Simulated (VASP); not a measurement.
# Y: single point with r2SCAN

Y:

```xyz
1
Lattice="3.3095 0.0000 0.0000 0.0000 3.3095 0.0000 0.0000 0.0000 3.3095" Properties=species:S:1:pos:R:3 pbc="T T T"
Y     0.0000    0.0000    0.0000
```

This isn't the form of Y at room conditions, which is hcp.

```
Program             : VASP 6.6.1
Task                : single point
Functional          : r2SCAN
Potentials or basis : VASP PAW PBE potentials, release 64 (Y_sv)
Cutoff              : 550 eV
k mesh              : 11 × 11 × 11
Occupations         : fermi-dirac, width 0.1 eV
Spin                : no spin polarisation
```

The pressure is -0.8 GPa and the band gap on the k mesh is zero (an odd number of electrons rules out a gap without spin polarisation).

Levels at points of the mesh, in eV from the Fermi level:
| k point | band 2 | band 3 | band 4 | band 5 | band 6 | band 7 | band 8 | band 9 |
| --- | --- | --- | --- | --- | --- | --- | --- | --- |
| (0.00, 0.00, 0.00) | -23.78 | -23.78 | -23.78 | -4.74 | -0.54 | -0.54 | 5.21 | 5.21 |

It took 3.1 min on 1 thread of AMD EPYC 7R13, with other jobs on the host, peak memory 0.17 GiB.

Caveat: the PAW data sets were made with another functional, which shifts forces and pressure a little.
